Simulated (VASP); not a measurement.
Wanted: the native input for a VASP 6.6.1 run.

```yaml
Task: single point
Functional: PBE
Potentials_or_basis: VASP PAW PBE potentials, release 64 (Ga_d, S)
Cutoff: 520 eV
k_mesh: 18 × 18 × 8
Occupations: gaussian, width 0.1 eV
Spin: no spin polarisation
Dipole_correction: no
k_mesh_for_the_DOS: 27 × 27 × 12
Occupations_for_the_DOS: tetrahedron
Further_INCAR_settings: ALGO = Normal; EDIFF = 1e-07
```

Crystal: GaS2.

```xyz
3
Lattice="3.3509 0.0000 0.0000 -1.6755 2.9020 0.0000 0.0000 0.0000 7.2089" Properties=species:S:1:pos:R:3 pbc="T T T"
Ga    0.0000    0.0000    0.0000
S     0.0000    1.9347    1.5017
S     1.6755    0.9673    5.7072
```

These files were run (other wordings do the same):

POSCAR

```
GaS2
1.0
    3.3509224464      0.0000000000      0.0000000000
   -1.6754612232      2.9019839647      0.0000000000
    0.0000000000      0.0000000000      7.2089415079
Ga S
1 2
Direct
    0.0000000000      0.0000000000      0.0000000000
    0.3333333333      0.6666666667      0.2083157486
    0.6666666667      0.3333333333      0.7916842514
```

INCAR.step1

```
SYSTEM = GaS2
PREC     = Accurate       ! precision mode
ENCUT    = 520            ! plane-wave cutoff, eV
EDIFF    = 1E-7           ! SCF threshold, eV
ISMEAR   = 0              ! smearing method
SIGMA    = 0.1            ! smearing width, eV
LREAL    = .False.        ! projectors in reciprocal space
LASPH    = .True.         ! aspherical terms in the spheres
NELM     = 80             ! most SCF steps
ALGO     = Normal         ! electronic algorithm
ISIF     = 2              ! what is computed and relaxed
LWAVE    = .False.        ! write WAVECAR
LCHARG   = .True.         ! write CHGCAR
GGA      = PE             ! functional
NBANDS   = 20             ! bands
```

KPOINTS.step1

```
regular mesh
0
Gamma
  18 18 8
  0 0 0
```

INCAR.step2

```
SYSTEM = GaS2
PREC     = Accurate       ! precision mode
ENCUT    = 520            ! plane-wave cutoff, eV
EDIFF    = 1E-7           ! SCF threshold, eV
ISMEAR   = -5             ! smearing method
SIGMA    = 0.1            ! smearing width, eV
LREAL    = .False.        ! projectors in reciprocal space
LASPH    = .True.         ! aspherical terms in the spheres
NELM     = 80             ! most SCF steps
ALGO     = Normal         ! electronic algorithm
ISIF     = 2              ! what is computed and relaxed
LWAVE    = .False.        ! write WAVECAR
LCHARG   = .False.        ! write CHGCAR
GGA      = PE             ! functional
LORBIT   = 10             ! projections on sites
NEDOS    = 2001           ! points of the DOS
ICHARG   = 11             ! starting density
```

KPOINTS.step2

```
regular mesh
0
Gamma
  27 27 12
  0 0 0
```

Potentials or basis: VASP PAW PBE potentials, release 64 (Ga_d, S).

Run with:

```bash
$ cat potpaw_PBE.64/Ga_d/POTCAR potpaw_PBE.64/S/POTCAR > POTCAR
$ cp INCAR.step1 INCAR
$ cp KPOINTS.step1 KPOINTS
$ mpirun -np 1 vasp_std > vasp.out
$ cp INCAR.step2 INCAR
$ cp KPOINTS.step2 KPOINTS
$ mpirun -np 1 vasp_std > vasp.out
```

Results of the run:

- Valence electrons inside the program's atomic spheres: Ga 11.56; S 3.64

Run time: 6.8 min on 1 thread of Intel(R) Xeon(R) 6975P-C (Granite Rapids), with other jobs on the host, peak memory 0.92 GiB.
